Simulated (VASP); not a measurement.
# LiBr (Fm-3m) in VASP: further runs

The runs below take LiBr through single point, with PBE, r2SCAN, HSE06.

Everything below comes from runs of VASP 6.6.1. Logs are shortened: lines on timing, memory, paths and dates and some standing lists are left out, and cuts for length are marked.

## Step 1: The cell of the first run

Symmetry: Fm-3m, No. 225, cubic system. Conventional cell: a = 5.479 Å, b = 5.479 Å, c = 5.479 Å, α = 90.00°, β = 90.00°, γ = 90.00°. Within 3.6 Å of Li (site symmetry m-3m) lie 6 Br at 2.74 Å. Within 3.6 Å of Br (site symmetry m-3m) lie 6 Li at 2.74 Å.

## Step 2: Single point, PBE

INCAR

```
SYSTEM = LiBr
ALGO = Normal
EDIFF = 1E-6
ENCUT = 750
GGA = PE
GGA_COMPAT = .FALSE.
ISIF = 2
ISMEAR = -1
LASPH = .TRUE.
LCHARG = .FALSE.
LREAL = .FALSE.
LWAVE = .FALSE.
NBANDS = 12
NELM = 120
PREC = Accurate
SIGMA = 0.02
```

KPOINTS

```
k-points
0
G
  8 8 8
  0 0 0
```

POSCAR

```
LiBr
1.0
    0.0000000000      2.7395650428      2.7395650428
    2.7395650428      0.0000000000      2.7395650428
    2.7395650428      2.7395650428      0.0000000000
Li Br
1 1
Direct
    0.0000000000      0.0000000000      0.0000000000
    0.5000000000      0.5000000000      0.5000000000
```

Potentials or basis: VASP PAW PBE potentials, release 64 (Li_sv, Br).

Run with:

```sh
cat potpaw_PBE.64/Li_sv/POTCAR potpaw_PBE.64/Br/POTCAR > POTCAR
mpirun -np 1 vasp_std > vasp.out
```

OUTCAR:

```text
SYSTEM = LiBr
   EDIFF = 1E-6
   ENCUT = 750
   GGA = PE
   ISIF = 2
   ISMEAR = -1
   LASPH = .TRUE.
   LREAL = .FALSE.
   NELM = 120
   PREC = Accurate

 ion  position               nearest neighbor table
   1  0.000  0.000  0.000-
   2  0.500  0.500  0.500-

  LATTYP: Found a face centered cubic cell.
 ALAT       =     5.4791300856

  Lattice vectors:

 A1 = (   0.0000000000,   2.7395650428,   2.7395650428)
 A2 = (   2.7395650428,   0.0000000000,   2.7395650428)
 A3 = (   2.7395650428,   2.7395650428,   0.0000000000)

Analysis of symmetry for initial positions (statically):
=====================================================================
 Subroutine PRICEL returns:
 Original cell was already a primitive cell.

 Routine SETGRP: Setting up the symmetry group for a
 face centered cubic supercell.

 Subroutine GETGRP returns: Found 48 space group operations
 (whereof 48 operations were pure point group operations)
 out of a pool of 48 trial point group operations.

The static configuration has the point symmetry O_h .

Analysis of symmetry for dynamics (positions and initial velocities):
=====================================================================
 Subroutine PRICEL returns:
 Original cell was already a primitive cell.

 Routine SETGRP: Setting up the symmetry group for a
 face centered cubic supercell.

 Subroutine GETGRP returns: Found 48 space group operations
 (whereof 48 operations were pure point group operations)
 out of a pool of 48 trial point group operations.

The dynamic configuration has the point symmetry O_h .

 Subroutine INISYM returns: Found 48 space group operations
 (whereof 48 operations are pure point group operations),
 and found     1 'primitive' translations

----------------------------------------------------------------------------------------

                                     Primitive cell

  volume of cell :      41.1221

  direct lattice vectors                    reciprocal lattice vectors
     0.000000000  2.739565043  2.739565043    -0.182510724  0.182510724  0.182510724
     2.739565043  0.000000000  2.739565043     0.182510724 -0.182510724  0.182510724
     2.739565043  2.739565043  0.000000000     0.182510724  0.182510724 -0.182510724

  length of vectors
     3.874330039  3.874330039  3.874330039     0.316117847  0.316117847  0.316117847

  position of ions in fractional coordinates (direct lattice)
     0.000000000  0.000000000  0.000000000
     0.500000000  0.500000000  0.500000000

  ion indices of the primitive-cell ions
   primitive index   ion index
                 1           1
                 2           2

----------------------------------------------------------------------------------------

 KPOINTS: k-points

Automatic generation of k-mesh.
 Grid dimensions read from file:
 generate k-points for:    8    8    8

 Generating k-lattice:

  Cartesian coordinates                     Fractional coordinates (reciprocal lattice)
    -0.022813841  0.022813841  0.022813841     0.125000000  0.000000000  0.000000000
     0.022813841 -0.022813841  0.022813841     0.000000000  0.125000000  0.000000000
     0.022813841  0.022813841 -0.022813841     0.000000000  0.000000000  0.125000000

  Length of vectors
     0.039514731  0.039514731  0.039514731

  Shift w.r.t. Gamma in fractional coordinates (k-lattice)
     0.000000000  0.000000000  0.000000000

 Subroutine IBZKPT returns following result:
 ===========================================

 Found     29 irreducible k-points:

 Following reciprocal coordinates:
            Coordinates               Weight
  0.000000  0.000000  0.000000      1.000000
  0.125000  0.000000  0.000000      8.000000
  0.250000  0.000000  0.000000      8.000000
  0.375000  0.000000  0.000000      8.000000
  0.500000  0.000000  0.000000      4.000000
  0.125000  0.125000  0.000000      6.000000
[... 16 lines left out ...]
  0.500000  0.250000  0.125000     48.000000
 -0.375000  0.250000  0.125000     24.000000
 [... further k-points ...]
   k-points           NKPTS =     29   k-points in BZ     NKDIM =     29   number of bands    NBANDS=     12
   number of dos      NEDOS =    301   number of ions     NIONS =      2
   total plane-waves  NPLWV =  46656
   dimension x,y,z NGX =    36 NGY =   36 NGZ =   36
   dimension x,y,z NGXF=    72 NGYF=   72 NGZF=   72
   ions per type =               1   1
   NGX,Y,Z   is equivalent  to a cutoff of  15.45, 15.45, 15.45 a.u.
   NGXF,Y,Z  is equivalent  to a cutoff of  30.89, 30.89, 30.89 a.u.
 SYSTEM =  LiBr
   PREC   = accura    normal or accurate (medium, high low for compatibility)
   ISTART =      0    job   : 0-new  1-cont  2-samecut
   ICHARG =      2    charge: 1-file 2-atom 10-const
   ISPIN  =      1    spin polarized calculation?
   LNONCOLLINEAR =      F non collinear calculations
   LSORBIT =      F    spin-orbit coupling
   LASPH  =      T    aspherical Exc in radial PAW
   ENCUT  =  750.0 eV  55.12 Ry    7.42 a.u.   8.65  8.65  8.65*2*pi/ulx,y,z
   NELM   =    120;   NELMIN=  2; NELMDL= -5     # of ELM steps
   EDIFF  = 0.1E-05   stopping-criterion for ELM
   LREAL  =      F    real-space projection
   EDIFFG = 0.1E-04   stopping-criterion for IOM
   NSW    =      0    number of steps for IOM
   IBRION =     -1    ionic relax: 0-MD 1-quasi-New 2-CG
   NFREE  =      0    steps in history (QN), initial steepest desc. (CG)
   ISIF   =      2    stress and relaxation
   ISYM   =      2    0-nonsym 1-usesym 2-fastsym
   POTIM  = 0.5000    time-step for ionic-motion
   TEBEG  =    0.0;   TEEND  =   0.0 temperature during run
   PSTRESS=    0.0 pullay stress
   NELECT =      10.0000    total number of electrons
   NUPDOWN=      -1.0000    fix difference up-down
   EMIN   =  10.00;   EMAX   =-10.00  energy-range for DOS
   EFERMI =   0.00;   METHOD = LEGACY
   ISMEAR =    -1;   SIGMA  =   0.02  broadening in eV -4-tet -1-fermi 0-gaus
   EFERMI_NEDOS =   21; number of points for ismear=-14 and -15
   IALGO  =     38    algorithm
   IMIX   =      4    mixing-type and parameters
     AMIX     =   0.40;   BMIX     =  1.00
     AMIX_MAG =   1.60;   BMIX_MAG =  1.00
  volume/ion in A,a.u.               =      20.56       138.75
  Fermi-wavevector in a.u.,A,eV,Ry     =   1.021841  1.930999 14.206639  1.044159
  Thomas-Fermi vector in A             =   2.155487
   LORBIT       =      0    0 simple, 1 ext, 2 COOP (PROOUT), +10 PAW based schemes
   GGA     = PE    functional components
   LHFCALC =     F    Hartree Fock is set to
   AEXX    =    0.0000 exact exchange contribution
   IVDW    =     0    specifies the selected vdW correction
   LEPSILON=     F    determine dielectric tensor
   LRPA    =     F    only Hartree local field effects (RPA)
 non-spin polarized calculation
  energy-cutoff  :      750.00
  volume of cell :       41.12
 maximum number of plane-waves:      1936
   NGX = 17   NGY = 17   NGZ = 17

 number of electron      10.0000001 magnetization

 Free energy of the ion-electron system (eV)
  ---------------------------------------------------
  ext. energy  EPLUGINS =         0.00000000
  ---------------------------------------------------
  free energy    TOTEN  =        -6.64056263 eV

  energy without entropy =       -6.64056263  energy(sigma->0) =       -6.64056263

 E-fermi :   0.8782     XC(G=0):  -8.4759

 val. band max:        0.3958239554   @ k =   0.0000   0.0000   0.0000
 cond. band min:       5.3904961828   @ k =   0.0000   0.0000   0.0000
 fundamental gap:      4.9946722274
 Fermi energy:         0.8781637174

 k-point     1 :       0.0000    0.0000    0.0000
  band No.  band energies     occupation
      1     -43.9831      2.00000
      2     -13.0775      2.00000
      3       0.3958      2.00000
      4       0.3958      2.00000
      5       0.3958      2.00000
      6       5.3905      0.00000
      7      10.9059      0.00000
      8      10.9059      0.00000
      9      10.9059      0.00000
     10      12.6906      0.00000
     11      12.6906      0.00000
     12      12.6906      0.00000

 k-point     2 :       0.1250    0.0000    0.0000
  band No.  band energies     occupation
      1     -43.9829      2.00000
      2     -13.0123      2.00000
      3      -0.1980      2.00000
      4       0.3526      2.00000
      5       0.3526      2.00000
      6       5.9180      0.00000
      7      10.1713      0.00000
      8      10.7341      0.00000
      9      10.7341      0.00000
     10      11.8329      0.00000
     11      11.8329      0.00000
     12      13.0579      0.00000

 k-point     3 :       0.2500    0.0000    0.0000
  band No.  band energies     occupation
      1     -43.9825      2.00000
      2     -12.8473      2.00000
      3      -1.3061      2.00000
      4       0.2545      2.00000
      5       0.2545      2.00000
      6       6.4000      0.00000
      7       9.6034      0.00000
      8       9.6034      0.00000
      9      10.1805      0.00000
     10      12.7707      0.00000
     11      12.7707      0.00000
     12      13.4343      0.00000
[... 286 lines left out ...]
 k-point    23 :       0.5000    0.2500    0.1250
  band No.  band energies     occupation
      1     -43.9819      2.00000
      2     -12.5634      2.00000
      3      -2.0251      2.00000
      4      -0.8747      2.00000
      5      -0.1285      2.00000
      6       7.6234      0.00000
      7       8.3336      0.00000
      8       9.5591      0.00000
      9      10.5042      0.00000
     10      13.1288      0.00000
     11      15.8673      0.00000
     12      16.2668      0.00000

 k-point    24 :      -0.3750    0.2500    0.1250
  band No.  band energies     occupation
      1     -43.9818      2.00000
      2     -12.4978      2.00000
      3      -2.2474      2.00000
      4      -0.9720      2.00000
      5      -0.2240      2.00000
      6       7.4715      0.00000
      7       8.2939      0.00000
      8       9.6355      0.00000
      9      11.1446      0.00000
     10      14.0022      0.00000
     11      14.4197      0.00000
     12      17.0365      0.00000

 [... further k-points ...]

------------------------ aborting loop because EDIFF is reached ----------------------------------------

  FORCE on cell =-STRESS in cart. coord.  units (eV):
  Direction    XX          YY          ZZ          XY          YZ          ZX
  --------------------------------------------------------------------------------------
  -------------------------------------------------------------------------------------
  Total        0.1058613      0.1058613      0.1058613     -0.0000000      0.0000000      0.0000000
  in kB        4.1245171      4.1245171      4.1245171     -0.0000000      0.0000000      0.0000000
  external PRESSURE =       4.1245171 kB  Pullay stress =       0.0000000 kB

 VOLUME and BASIS-vectors are now :
 -----------------------------------------------------------------------------
  energy-cutoff  :      750.00
  volume of cell :       41.12
      direct lattice vectors                 reciprocal lattice vectors
     0.000000000  2.739565043  2.739565043    -0.182510724  0.182510724  0.182510724
     2.739565043  0.000000000  2.739565043     0.182510724 -0.182510724  0.182510724
     2.739565043  2.739565043  0.000000000     0.182510724  0.182510724 -0.182510724

 POSITION                                       TOTAL-FORCE (eV/Angst)
 -----------------------------------------------------------------------------------
      0.00000      0.00000      0.00000         0.000000      0.000000      0.000000
      2.73957      2.73957      2.73957        -0.000000      0.000000     -0.000000
 -----------------------------------------------------------------------------------
    total drift:                                0.000000      0.000000      0.000000

  FREE ENERGIE OF THE ION-ELECTRON SYSTEM (eV)
  ---------------------------------------------------
  free  energy   TOTEN  =        -6.6405626274 eV

  energy  without entropy=       -6.6405626274  energy(sigma->0) =       -6.64056263
```

Wall time 9.2 s (1 thread of Intel Xeon 6975P-C (Granite Rapids), shared host); peak memory 0.2 GiB.

What came out:

- Free energy: -6.6406 eV
- Pressure: 0.4 GPa
- Band gap on the k mesh: 4.99 eV

Levels at points of the mesh, in eV from the valence-band top:
| k point | band 1 | band 2 | band 3 | band 4 | band 5 | band 6 | band 7 | band 8 | band 9 | band 10 |
| --- | --- | --- | --- | --- | --- | --- | --- | --- | --- | --- |
| (0.00, 0.00, 0.00) | -44.38 | -13.47 | 0.00 | 0.00 | 0.00 | 4.99 | 10.51 | 10.51 | 10.51 | 12.29 |
| (0.50, 0.00, 0.00) | -44.38 | -12.99 | -2.93 | -0.27 | -0.27 | 5.63 | 8.11 | 8.11 | 11.87 | 14.09 |
| (0.50, 0.50, 0.00) | -44.38 | -12.79 | -2.93 | -1.16 | -1.16 | 6.26 | 7.09 | 11.72 | 12.52 | 12.52 |

## Step 3: Single point, r2SCAN

POSCAR is that of step 2.

INCAR.step1

```
SYSTEM = LiBr
PREC     = Accurate       ! precision mode
ENCUT    = 830            ! plane-wave cutoff, eV
ISMEAR   = 0              ! smearing method
SIGMA    = 0.01           ! smearing width, eV
LREAL    = .FALSE.        ! projectors in reciprocal space
LASPH    = .TRUE.         ! aspherical terms in the spheres
NELM     = 120            ! most SCF steps
NBANDS   = 12             ! bands
GGA      = PE             ! functional
ALGO     = Normal         ! electronic algorithm
EDIFF    = 1E-5           ! SCF threshold, eV
LWAVE    = .TRUE.         ! write WAVECAR
LCHARG   = .FALSE.        ! write CHGCAR
GGA_COMPAT= .FALSE.
```

INCAR.step2

```
SYSTEM = LiBr
PREC     = Accurate       ! precision mode
ENCUT    = 830            ! plane-wave cutoff, eV
EDIFF    = 1E-6           ! SCF threshold, eV
ISMEAR   = 0              ! smearing method
SIGMA    = 0.01           ! smearing width, eV
LREAL    = .FALSE.        ! projectors in reciprocal space
LASPH    = .TRUE.         ! aspherical terms in the spheres
NELM     = 120            ! most SCF steps
ALGO     = Normal         ! electronic algorithm
ISIF     = 2              ! what is computed and relaxed
LWAVE    = .FALSE.        ! write WAVECAR
LCHARG   = .FALSE.        ! write CHGCAR
METAGGA  = R2SCAN         ! meta-GGA
LMIXTAU  = .TRUE.       
NBANDS   = 12             ! bands
ISTART   = 1            
GGA_COMPAT= .FALSE.
```

KPOINTS

```
regular mesh
0
G
  8 8 8
  0 0 0
```

Potentials or basis: VASP PAW PBE potentials, release 64 (Li_sv, Br).

Run with:

```sh
cat potpaw_PBE.64/Li_sv/POTCAR potpaw_PBE.64/Br/POTCAR > POTCAR
cp INCAR.step1 INCAR
mpirun -np 1 vasp_std > vasp.out
cp INCAR.step2 INCAR
mpirun -np 1 vasp_std > vasp.out
```

It took 44 s on 1 thread of Intel Xeon 6975P-C (Granite Rapids), shared host; peak memory 0.23 GiB.

Results (log left out):

```
Free energy            : -19.1512 eV
Pressure               : -0.4 GPa
Band gap on the k mesh : 5.93 eV
```

Levels at points of the mesh, in eV from the valence-band top:
```csv
k point,band 2,band 3,band 4,band 5,band 6,band 7,band 8,band 9
"(0.00, 0.00, 0.00)",-13.94,0.00,0.00,0.00,5.93,11.23,11.23,11.23
"(0.50, 0.00, 0.00)",-13.44,-2.94,-0.28,-0.28,6.40,8.89,8.89,13.10
"(0.50, 0.50, 0.00)",-13.23,-2.96,-1.18,-1.18,7.11,7.73,12.82,13.73
```

Caveat: the PAW data sets were made with another functional, which shifts forces and pressure a little. A k mesh can miss the band edges.

## Step 4: Single point, HSE06

POSCAR is that of step 3.

INCAR.step1

```
SYSTEM = LiBr
PREC     = Accurate       ! precision mode
ENCUT    = 650            ! plane-wave cutoff, eV
EDIFF    = 1E-5           ! SCF threshold, eV
ISMEAR   = 0              ! smearing method
SIGMA    = 0.01           ! smearing width, eV
LREAL    = .FALSE.        ! projectors in reciprocal space
LASPH    = .TRUE.         ! aspherical terms in the spheres
NELM     = 120            ! most SCF steps
ALGO     = Normal         ! electronic algorithm
ISIF     = 2              ! what is computed and relaxed
LWAVE    = .TRUE.         ! write WAVECAR
LCHARG   = .FALSE.        ! write CHGCAR
GGA      = PE             ! functional
NBANDS   = 12             ! bands
GGA_COMPAT= .FALSE.
```

INCAR.step2, as its differences from that of step 3:

```diff
@@ -2,3 +2,3 @@
 PREC     = Accurate       ! precision mode
-ENCUT    = 830            ! plane-wave cutoff, eV
+ENCUT    = 650            ! plane-wave cutoff, eV
 EDIFF    = 1E-6           ! SCF threshold, eV
@@ -13,6 +13,8 @@
 LCHARG   = .FALSE.        ! write CHGCAR
-METAGGA  = R2SCAN         ! meta-GGA
-LMIXTAU  = .TRUE.       
+GGA      = PE             ! functional
+LHFCALC  = .TRUE.         ! exact exchange
+HFSCREEN = 0.2079         ! screening, 1/A
+PRECFOCK = Normal       
+ISTART   = 1            
 NBANDS   = 12             ! bands
-ISTART   = 1            
 GGA_COMPAT= .FALSE.
```

KPOINTS

```
Automatic mesh
0
G
  6 6 6
  0 0 0
```

Run with:

```sh
cat potpaw_PBE.64/Li_sv/POTCAR potpaw_PBE.64/Br/POTCAR > POTCAR
cp INCAR.step1 INCAR
mpirun -np 1 vasp_std > vasp.out
cp INCAR.step2 INCAR
mpirun -np 1 vasp_std > vasp.out
```

It took 11 min on 1 thread of Intel Xeon 6975P-C (Granite Rapids), shared host; peak memory 0.3 GiB.

The run converged. Its results:

* Free energy: -7.6027 eV
* Pressure: -0.2 GPa
* Band gap on the k mesh: 6.21 eV

Levels at points of the mesh, in eV from the valence-band top:
| k point | band 2 | band 3 | band 4 | band 5 | band 6 | band 7 | band 8 | band 9 |
| --- | --- | --- | --- | --- | --- | --- | --- | --- |
| (0.00, 0.00, 0.00) | -14.63 | 0.00 | 0.00 | 0.00 | 6.21 | 11.82 | 11.82 | 11.82 |
| (0.50, 0.00, 0.00) | -14.08 | -3.17 | -0.30 | -0.30 | 6.82 | 9.41 | 9.41 | 13.43 |
| (0.50, 0.50, 0.00) | -13.86 | -3.16 | -1.25 | -1.25 | 7.48 | 8.24 | 13.24 | 14.06 |

Caveat: the PAW data sets were made with another functional, which shifts forces and pressure a little.

## Step 5: The runs side by side

| level | k mesh | cutoff (eV) | smearing | grid for exact exchange (PRECFOCK) | share of exact exchange | screening parameter | gap on the mesh (eV) | pressure (GPa) |
| --- | --- | --- | --- | --- | --- | --- | --- | --- |
| PBE | 8 × 8 × 8 | 750 | fermi-dirac 0.02 eV | - | - | - | 4.99 | 0.4 |
| r2SCAN | 8 × 8 × 8 | 830 | gaussian 0.01 eV | - | - | - | 5.93 | -0.4 |
| HSE06 | 6 × 6 × 6 | 650 | gaussian 0.01 eV | Normal | 0.25 | 0.2079 1/Å | 6.21 | -0.2 |

Alike in all rows: task single point; potentials or basis VASP PAW PBE potentials, release 64 (Li_sv, Br); no spin polarisation; cell as given.

On the cell as given the gap runs from 4.99 eV (PBE) to 6.21 eV (HSE06); the meshes differ, which moves gaps too. The pressure there spans -0.4 GPa (r2SCAN) to 0.4 GPa (PBE); a positive pressure means that this level wants a larger cell, a negative one a smaller.

Caveats: the PAW data sets were made with another functional, which shifts forces and pressure a little (at least some runs).

Total energies depend on the potentials used, so only differences within one code and one set of settings carry meaning.
